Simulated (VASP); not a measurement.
Here is a VASP 6.6.1 calculation.

Contents of INCAR:

```
PREC     = Accurate       # precision mode
ENCUT    = 520            # plane-wave cutoff, eV
EDIFF    = 1E-7           # SCF threshold, eV
ISMEAR   = -1             # smearing method
SIGMA    = 0.02           # smearing width, eV
LREAL    = False          # projectors in reciprocal space
LASPH    = True           # aspherical terms in the spheres
NELM     = 60             # most SCF steps
ALGO     = Normal         # electronic algorithm
ISIF     = 2              # what is computed and relaxed
LWAVE    = False          # write WAVECAR
LCHARG   = False          # write CHGCAR
GGA      = PE             # functional
NBANDS   = 14             # bands
```

The input KPOINTS:

```
regular mesh
0
Gamma
  13 13 13
```

File POSCAR:

```
Cl
1.0
    0.0000000000      2.8034528142      2.8034528142
    2.8034528142      0.0000000000      2.8034528142
    2.8034528142      2.8034528142      0.0000000000
Cl
2
Direct
    0.0000000000      0.0000000000      0.0000000000
    0.2500000000      0.2500000000      0.2500000000
```

Potentials or basis: VASP PAW PBE potentials, release 64 (Cl).

Run with:

```console
$ cat potpaw_PBE.64/Cl/POTCAR > POTCAR
$ mpirun -np 1 vasp_std > vasp.out
```

Q: Predict the band gap on the k mesh.

A: Zero (band 7 reaches 3.87 eV, above the bottom of band 8 at 1.27 eV).

Q: Predict the pressure.

A: 19.8 GPa.
